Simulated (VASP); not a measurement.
KCl: vibrations by perturbation theory with PBEsol

Crystal: KCl.

```xyz
2
Lattice="0.0000 3.0722 3.0722 3.0722 0.0000 3.0722 3.0722 3.0722 0.0000" Properties=species:S:1:pos:R:3 pbc="T T T"
K     0.0000    0.0000    0.0000
Cl    3.0722    3.0722    3.0722
```

* Program: VASP 6.6.1
* Task: vibrations by perturbation theory
* Functional: PBEsol
* Potentials or basis: VASP PAW PBE potentials, release 64 (K_sv, Cl)
* Cutoff: 520 eV
* k mesh: 6 × 6 × 6
* Occupations: gaussian, width 0.01 eV
* Spin: no spin polarisation
* Dipole correction: no
* Further INCAR settings: ALGO = Normal; EDIFF = 1e-08; IBRION = 8; NSW = 1

| Quantity | Value |
| --- | --- |
| Electronic dielectric tensor (diagonal) | 2.44 |
| Born charges (mean of the diagonal) | K +1.12; Cl -1.12 e |
| Highest phonon frequency at Γ, LO-TO splitting left out | 157 cm⁻¹ |

Phonon frequencies in cm⁻¹ (negative: imaginary):
```tsv
q point	frequencies
(0.000, 0.000, 0.000)	0 0 0 157 157 157
```

Electronic dielectric tensor:
```
2.44 0.00 0.00
0.00 2.44 0.00
0.00 0.00 2.44
```

Born effective charge tensors (e):
atom 1, K
```
1.12 0.00 0.00
0.00 1.12 0.00
0.00 0.00 1.12
```
atom 2, Cl
```
-1.12  0.00  0.00
 0.00 -1.12  0.00
 0.00  0.00 -1.12
```

It took 5.5 min on 1 thread of AMD EPYC 7R43 64-Core Processor (Zen 3), with other jobs on the host, peak memory 0.2 GiB.

Caveat: the cell wasn't relaxed at this level first, which shifts response properties.
